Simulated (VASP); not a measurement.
# ZnS (l.eB) (Imm2) in VASP: a series of runs, part 2 of 2

VASP 6.6.1.

### 3 Single point, LDA

Contents of INCAR:

```
SYSTEM = ZnS
PREC     = Accurate       ! precision mode
ENCUT    = 500            ! plane-wave cutoff, eV
EDIFF    = 1E-6           ! SCF threshold, eV
ISMEAR   = 0              ! smearing method
SIGMA    = 0.02           ! smearing width, eV
LREAL    = .False.        ! projectors in reciprocal space
LASPH    = .True.         ! aspherical terms in the spheres
NELM     = 120            ! most SCF steps
ALGO     = Normal         ! electronic algorithm
ISIF     = 2              ! what is computed and relaxed
LWAVE    = .False.        ! write WAVECAR
LCHARG   = .False.        ! write CHGCAR
GGA      = CA             ! functional
NBANDS   = 26             ! bands
GGA_COMPAT= .False.
```

Contents of KPOINTS:

```
Automatic mesh
0
Gamma
  8 6 8
  0 0 0
```

Contents of POSCAR:

```
ZnS
1.0
    3.9750342851      0.0000000000      0.0000000000
    0.0000000000      5.6215474209      0.0000000000
    0.0000000000      0.0000000000      3.5711539363
Zn S
2 2
Direct
    0.0000000000      0.0000000000      0.0000000000
    0.5000000000      0.5000000000      0.5000048000
    0.5000000000      0.2500000000      0.0000000000
    0.0000000000      0.7500000000      0.5000048000
```

Potentials or basis: VASP PAW LDA potentials, release 64 (Zn, S).

On the command line:

```sh
> cat potpaw_LDA.64/Zn/POTCAR potpaw_LDA.64/S/POTCAR > POTCAR
> mpirun -np 1 vasp_std > vasp.out
```

OUTCAR:

```text
SYSTEM = ZnS
   PREC = Accurate
   ENCUT = 500
   EDIFF = 1E-6
   ISMEAR = 0
   LREAL = .False.
   LASPH = .True.
   NELM = 120
   ISIF = 2
   GGA = CA

 ion  position               nearest neighbor table
   1  0.000  0.000  0.000-   4 2.27   4 2.27   3 2.43   3 2.43
   2  0.500  0.500  0.500-   3 2.27   3 2.27   4 2.43   4 2.43
   3  0.500  0.250  0.000-   2 2.27   2 2.27   1 2.43   1 2.43
   4  0.000  0.750  0.500-   1 2.27   1 2.27   2 2.43   2 2.43

  LATTYP: Found a simple orthorhombic cell.
 ALAT       =     3.5711539363
 B/A-ratio  =     1.1130951944
 C/A-ratio  =     1.5741543269

  Lattice vectors:

 A1 = (   0.0000000000,   0.0000000000,   3.5711539363)
 A2 = (   3.9750342851,   0.0000000000,   0.0000000000)
 A3 = (   0.0000000000,   5.6215474209,   0.0000000000)

Analysis of symmetry for initial positions (statically):
=====================================================================
 Subroutine PRICEL returns following result:

  LATTYP: Found a base centered monoclinic cell.
 ALAT       =     6.6599501381
 B/A-ratio  =     0.5968564633
 C/A-ratio  =     0.5362133143
 COS(beta)  =    -0.5362133143

  Lattice vectors:

 A1 = (   1.9875171426,   2.8107737105,  -1.7855598266)
 A2 = (  -1.9875171426,   2.8107737104,  -1.7855941097)
 A3 = (   0.0000000000,   0.0000000000,   3.5711539363)

   2 primitive cells build up your supercell.

 Routine SETGRP: Setting up the symmetry group for a
 simple orthorhombic supercell.

 Subroutine GETGRP returns: Found  4 space group operations
 (whereof  4 operations were pure point group operations)
 out of a pool of  8 trial point group operations.

The static configuration has the point symmetry C_2v.

Analysis of symmetry for dynamics (positions and initial velocities):
=====================================================================
 Subroutine PRICEL returns following result:

  LATTYP: Found a base centered monoclinic cell.
 ALAT       =     6.6599501381
 B/A-ratio  =     0.5968564633
 C/A-ratio  =     0.5362133143
 COS(beta)  =    -0.5362133143

  Lattice vectors:

 A1 = (   1.9875171426,   2.8107737105,  -1.7855598266)
 A2 = (  -1.9875171426,   2.8107737104,  -1.7855941097)
 A3 = (   0.0000000000,   0.0000000000,   3.5711539363)

   2 primitive cells build up your supercell.

 Routine SETGRP: Setting up the symmetry group for a
 simple orthorhombic supercell.

 Subroutine GETGRP returns: Found  4 space group operations
 (whereof  4 operations were pure point group operations)
 out of a pool of  8 trial point group operations.

The dynamic configuration has the point symmetry C_2v.

 Subroutine INISYM returns: Found  4 space group operations
 (whereof  4 operations are pure point group operations),
 and found     2 'primitive' translations

----------------------------------------------------------------------------------------

[... 28 lines left out ...]

 Generating k-lattice:

  Cartesian coordinates                     Fractional coordinates (reciprocal lattice)
     0.031446270  0.000000000  0.000000000     0.125000000  0.000000000  0.000000000
     0.000000000  0.029647827  0.000000000     0.000000000  0.166666667  0.000000000
     0.000000000  0.000000000  0.035002692     0.000000000  0.000000000  0.125000000

  Length of vectors
     0.031446270  0.029647827  0.035002692

  Shift w.r.t. Gamma in fractional coordinates (k-lattice)
     0.000000000  0.000000000  0.000000000

 Subroutine IBZKPT returns following result:
 ===========================================

 Found    100 irreducible k-points:

 Following reciprocal coordinates:
            Coordinates               Weight
  0.000000  0.000000  0.000000      1.000000
  0.125000  0.000000  0.000000      2.000000
  0.250000  0.000000  0.000000      2.000000
  0.375000  0.000000  0.000000      2.000000
  0.500000  0.000000  0.000000      1.000000
  0.000000  0.166667  0.000000      2.000000
[... 16 lines left out ...]
  0.250000  0.000000  0.125000      4.000000
  0.375000  0.000000  0.125000      4.000000
 [... further k-points ...]
   k-points           NKPTS =    100   k-points in BZ     NKDIM =    100   number of bands    NBANDS=     26
   number of dos      NEDOS =    301   number of ions     NIONS =      4
   total plane-waves  NPLWV =  35280
   dimension x,y,z NGX =    30 NGY =   42 NGZ =   28
   dimension x,y,z NGXF=    60 NGYF=   84 NGZF=   56
   ions per type =               2   2
   NGX,Y,Z   is equivalent  to a cutoff of  12.55, 12.42, 13.03 a.u.
   NGXF,Y,Z  is equivalent  to a cutoff of  25.09, 24.84, 26.07 a.u.
 SYSTEM =  ZnS
   PREC   = accura    normal or accurate (medium, high low for compatibility)
   ISTART =      0    job   : 0-new  1-cont  2-samecut
   ICHARG =      2    charge: 1-file 2-atom 10-const
   ISPIN  =      1    spin polarized calculation?
   LNONCOLLINEAR =      F non collinear calculations
   LSORBIT =      F    spin-orbit coupling
   LASPH  =      T    aspherical Exc in radial PAW
   ENCUT  =  500.0 eV  36.75 Ry    6.06 a.u.   7.25 10.25  6.51*2*pi/ulx,y,z
   NELM   =    120;   NELMIN=  2; NELMDL= -5     # of ELM steps
   EDIFF  = 0.1E-05   stopping-criterion for ELM
   LREAL  =      F    real-space projection
   EDIFFG = 0.1E-04   stopping-criterion for IOM
   NSW    =      0    number of steps for IOM
   IBRION =     -1    ionic relax: 0-MD 1-quasi-New 2-CG
   NFREE  =      0    steps in history (QN), initial steepest desc. (CG)
   ISIF   =      2    stress and relaxation
   ISYM   =      2    0-nonsym 1-usesym 2-fastsym
   POTIM  = 0.5000    time-step for ionic-motion
   TEBEG  =    0.0;   TEEND  =   0.0 temperature during run
   PSTRESS=    0.0 pullay stress
   NELECT =      36.0000    total number of electrons
   NUPDOWN=      -1.0000    fix difference up-down
   EMIN   =  10.00;   EMAX   =-10.00  energy-range for DOS
   EFERMI =   0.00;   METHOD = LEGACY
   ISMEAR =     0;   SIGMA  =   0.02  broadening in eV -4-tet -1-fermi 0-gaus
   EFERMI_NEDOS =   21; number of points for ismear=-14 and -15
   IALGO  =     38    algorithm
   IMIX   =      4    mixing-type and parameters
     AMIX     =   0.40;   BMIX     =  1.00
     AMIX_MAG =   1.60;   BMIX_MAG =  1.00
  volume/ion in A,a.u.               =      19.95       134.63
  Fermi-wavevector in a.u.,A,eV,Ry     =   1.255569  2.372681 21.448949  1.576453
  Thomas-Fermi vector in A             =   2.389319
   LORBIT       =      0    0 simple, 1 ext, 2 COOP (PROOUT), +10 PAW based schemes
   GGA     = CA    functional components
   LHFCALC =     F    Hartree Fock is set to
   AEXX    =    0.0000 exact exchange contribution
   IVDW    =     0    specifies the selected vdW correction
   LEPSILON=     F    determine dielectric tensor
   LRPA    =     F    only Hartree local field effects (RPA)
 non-spin polarized calculation
 Gauss-broadening in eV      SIGMA  =   0.02
  energy-cutoff  :      500.00
  volume of cell :       79.80
 maximum number of plane-waves:      2044
 NGX is ok and might be reduce to    30
   NGX = 15   NGY = 21   NGZ = 13

 number of electron      36.0000034 magnetization

 Free energy of the ion-electron system (eV)
  ---------------------------------------------------
  ext. energy  EPLUGINS =         0.00000000
  ---------------------------------------------------
  free energy    TOTEN  =       -16.11845685 eV

  energy without entropy =      -16.11845685  energy(sigma->0) =      -16.11845685

 E-fermi :   2.2281     XC(G=0):  -9.9860

 val. band max:        2.1470658838   @ k =   0.0000   0.0000   0.0000
 cond. band min:       3.5329086351   @ k =   0.0000   0.0000   0.0000
 fundamental gap:      1.3858427513
 Fermi energy:         2.2281080045

 k-point     1 :       0.0000    0.0000    0.0000
  band No.  band energies     occupation
      1     -11.2290      2.00000
      2     -10.0687      2.00000
      3      -4.6845      2.00000
      4      -4.6801      2.00000
      5      -4.6706      2.00000
      6      -4.6125      2.00000
[... 685 lines left out ...]
     25      10.2629      0.00000
     26      11.2526      0.00000

 [... further k-points ...]
[... 5 lines left out ...]
  --------------------------------------------------------------------------------------
  -------------------------------------------------------------------------------------
  Total       -5.0284488     -3.0693382      1.9003876      0.0000000      0.0000000      0.0000000
  in kB     -100.9576630    -61.6240153     38.1546469      0.0000000      0.0000000      0.0000000
  external PRESSURE =     -41.4756771 kB  Pullay stress =       0.0000000 kB

 VOLUME and BASIS-vectors are now :
 -----------------------------------------------------------------------------
  energy-cutoff  :      500.00
  volume of cell :       79.80
      direct lattice vectors                 reciprocal lattice vectors
     3.975034285  0.000000000  0.000000000     0.251570157  0.000000000  0.000000000
     0.000000000  5.621547421  0.000000000     0.000000000  0.177886963  0.000000000
     0.000000000  0.000000000  3.571153936     0.000000000  0.000000000  0.280021533

 POSITION                                       TOTAL-FORCE (eV/Angst)
 -----------------------------------------------------------------------------------
      0.00000      0.00000      0.00000        -0.000000      0.480245     -0.000000
      1.98752      2.81077      1.78559        -0.000000      0.480245     -0.000000
      1.98752      1.40539      0.00000         0.000000     -0.480245     -0.000000
      0.00000      4.21616      1.78559         0.000000     -0.480245      0.000000
 -----------------------------------------------------------------------------------
    total drift:                                0.000000      0.001497     -0.010833

  FREE ENERGIE OF THE ION-ELECTRON SYSTEM (eV)
  ---------------------------------------------------
  free  energy   TOTEN  =       -16.1184568540 eV

  energy  without entropy=      -16.1184568540  energy(sigma->0) =      -16.11845685
```

Run time: 1.9 min. Hardware: 1 thread of Intel Xeon Platinum 8375C at 2.90GHz (Ice Lake), shared host; peak memory 0.27 GiB.

What came out:

| Property | Result |
| --- | --- |
| Free energy | -16.1185 eV |
| Pressure | -4.1 GPa |
| Largest force | 0.480 eV/Å |
| Band gap on the k mesh | 1.39 eV |

Forces on the atoms (eV/Å):
```
Zn   0.000  0.480  0.000
Zn   0.000  0.480  0.000
S    0.000 -0.480  0.000
S    0.000 -0.480  0.000
```

Expect the measured gap to be larger: semilocal functionals such as LDA lack the derivative discontinuity.

### 4 Single point, LDA

This run uses another cell than the first one, of 20.13 Å³/atom, 1.009 times its volume.

Contents of INCAR:

```
SYSTEM = ZnS
PREC     = Accurate       ! precision mode
ENCUT    = 500            ! plane-wave cutoff, eV
EDIFF    = 1E-6           ! SCF threshold, eV
ISMEAR   = 0              ! smearing method
SIGMA    = 0.02           ! smearing width, eV
LREAL    = .FALSE.        ! projectors in reciprocal space
LASPH    = .TRUE.         ! aspherical terms in the spheres
NELM     = 120            ! most SCF steps
ALGO     = Normal         ! electronic algorithm
ISIF     = 2              ! what is computed and relaxed
LWAVE    = .FALSE.        ! write WAVECAR
LCHARG   = .FALSE.        ! write CHGCAR
GGA      = CA             ! functional
NBANDS   = 26             ! bands
GGA_COMPAT= .FALSE.
```

Contents of KPOINTS:

```
Automatic mesh
0
G
  8 6 8
  0 0 0
```

Contents of POSCAR:

```
ZnS
1.0
    3.9750342851      0.0000000000      0.0000000000
    0.0000000000      5.6215474209      0.0000000000
    0.0000000000      0.0000000000      3.6036347308
Zn S
2 2
Direct
    0.0000000000      0.0067042946      0.0000000000
    0.5000000000      0.5067042946      0.5000000000
    0.5000000000      0.2432957054      0.0000000000
    0.0000000000      0.7432957054      0.5000000000
```

On the command line:

```sh
> cat potpaw_LDA.64/Zn/POTCAR potpaw_LDA.64/S/POTCAR > POTCAR
> mpirun -np 1 vasp_std > vasp.out
```

Run time: 2 min. Hardware: 1 thread of Intel Xeon Platinum 8375C at 2.90GHz (Ice Lake), shared host; peak memory 0.27 GiB.

It converged, with:

```
Free energy            : -16.1629 eV
Pressure               : -5.6 GPa
Largest force          : 0.005 eV/Å
Band gap on the k mesh : 1.31 eV
```

Forces on the atoms (eV/Å):
```
Zn   0.000  0.005  0.000
Zn   0.000  0.005  0.000
S    0.000 -0.005  0.000
S    0.000 -0.005  0.000
```

Stress tensor (GPa, compression positive):
```
-9.64  0.00  0.00
 0.00 -7.40  0.00
 0.00  0.00  0.16
```

Levels at points of the mesh, in eV from the valence-band top:
```csv
k point,band 14,band 15,band 16,band 17,band 18,band 19,band 20,band 21,band 22,band 23
"(0.00, 0.00, 0.00)",-2.82,-1.79,-0.54,-0.54,0.00,1.31,2.57,4.39,5.30,6.09
"(0.50, 0.00, 0.00)",-4.42,-3.08,-3.08,-0.73,-0.73,4.88,4.88,6.20,6.20,6.73
"(0.00, 0.50, 0.00)",-3.17,-1.83,-1.83,-0.99,-0.99,3.39,3.39,4.75,4.75,7.70
"(0.50, 0.50, 0.00)",-5.66,-1.34,-1.34,-0.70,-0.70,2.94,2.94,6.53,6.53,7.19
"(0.00, 0.00, 0.50)",-4.30,-2.84,-2.84,-1.35,-1.35,3.92,3.92,6.06,6.06,6.15
"(0.50, 0.00, 0.50)",-4.80,-2.62,-2.62,-2.53,-2.53,2.79,2.79,3.40,3.40,9.88
"(0.00, 0.50, 0.50)",-5.45,-1.34,-1.34,-1.33,-1.33,2.38,2.38,6.09,6.09,6.27
"(0.50, 0.50, 0.50)",-4.79,-3.05,-3.05,-2.99,-2.99,4.96,4.96,5.19,5.19,6.86
```

LDA gaps usually lie below the measured ones, often by a third to a half.

### 5 The runs side by side

```tsv
cell	k mesh	smearing	gap on the mesh (eV)	pressure (GPa)	largest force (eV/Å)
a = 3.975, b = 5.622, c = 3.571 Å, 4 atoms	4 × 4 × 6	gaussian 0.1 eV	1.38	-4.1	0.47
a = 3.975, b = 5.622, c = 3.571 Å, 4 atoms	8 × 6 × 8	gaussian 0.02 eV	1.39	-4.1	0.48
a = 3.975, b = 5.622, c = 3.604 Å, 4 atoms	8 × 6 × 8	gaussian 0.02 eV	1.31	-5.6	0.01
```

Alike in all rows: task single point; level LDA; potentials or basis VASP PAW LDA potentials, release 64 (Zn, S); no spin polarisation; cutoff (eV) 500.

Absolute energies hang on the potentials; compare differences alone.
